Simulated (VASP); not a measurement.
Here is a VASP 6.6.1 calculation.

Contents of INCAR:

```
ALGO = Normal
EDIFF = 1E-6
ENCUT = 520
GGA = PE
ISIF = 2
ISMEAR = 0
LASPH = True
LCHARG = True
LELF = True
LREAL = False
LVHAR = True
LWAVE = False
NBANDS = 29
NELM = 100
PREC = Accurate
SIGMA = 0.1
```

The input KPOINTS:

```
k-points
0
Gamma
  12 12 6
```

POSCAR

```
ZrC2
1.0
    3.2042824202      0.0000000000      0.0000000000
    0.0000000000      3.2042824202      0.0000000000
    0.0000000000      0.0000000000      6.4301609841
Zr C
2 4
Direct
    0.0000000000      0.5000000000      0.7099124282
    0.5000000000      0.0000000000      0.2900875718
    0.0000000000      0.5000000000      0.3452869121
    0.5000000000      0.0000000000      0.6547130879
    0.0000000000      0.0000000000      0.0000000000
    0.5000000000      0.5000000000      0.0000000000
```

Potentials or basis: VASP PAW PBE potentials, release 64 (Zr_sv, C).

Run with:

```console
$ cat potpaw_PBE.64/Zr_sv/POTCAR potpaw_PBE.64/C/POTCAR > POTCAR
$ mpirun -np 1 vasp_std > vasp.out
```

(1) Predict the pressure.

(2) Predict the band gap on the k mesh.

Answers

(1) 0.2 GPa.

(2) zero (band 20 reaches 9.88 eV, above the bottom of band 21 at 8.63 eV).
